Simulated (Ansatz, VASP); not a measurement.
One calculation of Al, two programs

```xyz
1
Lattice="-1.4185 1.4200 2.0076 1.4185 -1.4200 2.0076 1.4185 1.4200 -2.0076" Properties=species:S:1:pos:R:3 pbc="T T T"
Al    0.0000    1.4200    0.0000
```

Change from the starting cell: the structure that the rattled omega type (P6/mmm, No. 191) fell into.

Alike in both runs: functional PBEsol; k mesh 28 × 28 × 28; occupations gaussian, width 0.1 eV; no spin polarisation.

Ansatz relaxed the structure, and its values are those at the end. VASP's run is a single point on that final structure, the one shown.

|  | VASP | Ansatz |
| --- | --- | --- |
| version | VASP 6.6.1 | Ansatz 0.2.0 |
| potentials or method | VASP PAW PBE potentials, release 64 (Al), cutoff 520 eV | scalar-relativistic, plane waves, PAW |
| valence electrons in the cell | 3 | 3 |

Ansatz gave:

```
gap on the k mesh at the Fermi level (eV) : none
pressure (GPa)                            : 0.0
```

Task: Estimate VASP's values.

Result: gap on the k mesh at the Fermi level (eV): none; pressure (GPa): 0.1.

VASP's potentials were made for PBE, not for PBEsol. A gap of «none» marks a metal or a gap that the smearing closes.
